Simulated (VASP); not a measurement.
Set up this calculation in VASP 6.6.1, as the native input.

| Item | Value |
| --- | --- |
| Task | single point |
| Functional | PBE |
| Potentials or basis | VASP PAW PBE potentials, release 64 (Hg) |
| Cutoff | 500 eV |
| k mesh | 8 × 8 × 8 |
| Occupations | gaussian, width 0.1 eV |
| Spin | no spin polarisation |
| Dipole correction | no |
| Further INCAR settings | ALGO = Normal; EDIFF = 1e-06; NBANDS = 12 |

The structure of Hg lies in POSCAR:

```
Hg
1.0
    0.0000000000      2.1975869352      2.1975869352
    2.1975869352      0.0000000000      2.1975869352
    2.1975869352      2.1975869352      0.0000000000
Hg
1
Direct
    0.0000000000      0.0000000000      0.0000000000
```

This cell differs from its parent crystal: Mg replaced by Hg, lengths x 0.962, strained.

These files were run (other wordings do the same):

INCAR

```
SYSTEM = Hg
PREC = Accurate
ENCUT = 500
EDIFF = 1E-6
ISMEAR = 0
SIGMA = 0.1
LREAL = .False.
LASPH = .True.
NELM = 120
ALGO = Normal
ISIF = 2
LWAVE = .False.
LCHARG = .False.
GGA = PE
NBANDS = 12
GGA_COMPAT = .False.
```

KPOINTS

```
Automatic mesh
0
Gamma
  8 8 8
  0 0 0
```

Potentials or basis: VASP PAW PBE potentials, release 64 (Hg).

Launch:

```sh
$ cat potpaw_PBE.64/Hg/POTCAR > POTCAR
$ mpirun -np 1 vasp_std > vasp.out
```

Results of the run:

```
Pressure               : 11.5 GPa
Band gap on the k mesh : zero (bands 6 and 7 overlap by 2.04 eV)
```

Caveat: the cell differs from its parent crystal (Mg replaced by Hg, lengths x 0.962, strained); the cell stands under pressure; spin-orbit coupling is left out, which moves the levels of the heavy elements.

Wall time 5.8 s on 1 thread of Intel Xeon 8259CL, with other jobs on the host, peak memory 0.14 GiB.
